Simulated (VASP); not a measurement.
Set up this calculation in VASP 6.6.1, as the native input.

```
Task                   : relaxation of cell and atoms
Functional             : LDA
Potentials or basis    : VASP PAW LDA potentials, release 64 (Zr_sv)
Cutoff                 : 500 eV
k mesh                 : 11 × 11 × 11
Occupations            : fermi-dirac, width 0.05 eV
Spin                   : no spin polarisation
Target pressure        : 20 GPa
Dipole correction      : no
Further INCAR settings : ALGO = Normal; EDIFF = 1e-07; IBRION = 2; EDIFFG = -0.01; NSW = 60; ISIF = 3
```

The structure of Zr lies in POSCAR:

```
Zr
1.0
    0.0000000000      3.1150000000      3.1150000000
    3.1150000000      0.0000000000      3.1150000000
    3.1150000000      3.1150000000      0.0000000000
Zr
2
Direct
    1.0000000000      1.0000000000      1.0000000000
    0.2500000000      0.2500000000      0.2500000000
```

This isn't the form of Zr at room conditions, which is hcp.

These files were run (other wordings do the same):

INCAR

```
SYSTEM = Zr
ALGO     = Normal         ! electronic algorithm
EDIFF    = 1E-7           ! SCF threshold, eV
EDIFFG   = -0.01          ! ionic threshold
ENCUT    = 500            ! plane-wave cutoff, eV
GGA_COMPAT= .False.      
IBRION   = 2              ! ionic algorithm
ISIF     = 3              ! what is computed and relaxed
ISMEAR   = -1             ! smearing method
LASPH    = .True.         ! aspherical terms in the spheres
LCHARG   = .False.        ! write CHGCAR
LREAL    = .False.        ! projectors in reciprocal space
LWAVE    = .False.        ! write WAVECAR
NELM     = 120            ! most SCF steps
NELMIN   = 4            
NSW      = 60             ! ionic steps
PREC     = Accurate       ! precision mode
PSTRESS  = 200.0        
SIGMA    = 0.05           ! smearing width, eV
```

KPOINTS

```
k-points
0
Gamma
  11 11 11
  0 0 0
```

Potentials or basis: VASP PAW LDA potentials, release 64 (Zr_sv).

Launch:

```sh
$ cat potpaw_LDA.64/Zr_sv/POTCAR > POTCAR
$ mpirun -np 1 vasp_std > vasp.out
```

Results of the run:

| Property | Result |
| --- | --- |
| Relaxed volume | 21.04 Å³/atom |
| Relaxed cell | a = 3.904 Å, b = 3.904 Å, c = 3.904 Å, α = 60.00°, β = 60.00°, γ = 60.00° |
| Space group after relaxing (to 0.1 Å) | Fd-3m (No. 227) |
| Energy change on relaxing (the run minimises the enthalpy) | +297.7 meV/atom |
| Ionic steps | 7 |
| Pressure after relaxing | 20.0 GPa |
| Band gap on the k mesh | zero (bands 12 and 13 overlap by 1.28 eV) |

Caveat: the cell is relaxed towards a set pressure, so the run minimises the enthalpy, not the energy; the volume moved by over 15 % at a fixed basis, so the end points are rough.

It took 95 s on 1 thread of Intel(R) Xeon(R) 6975P-C (Granite Rapids) (shared host), peak memory 0.19 GiB.
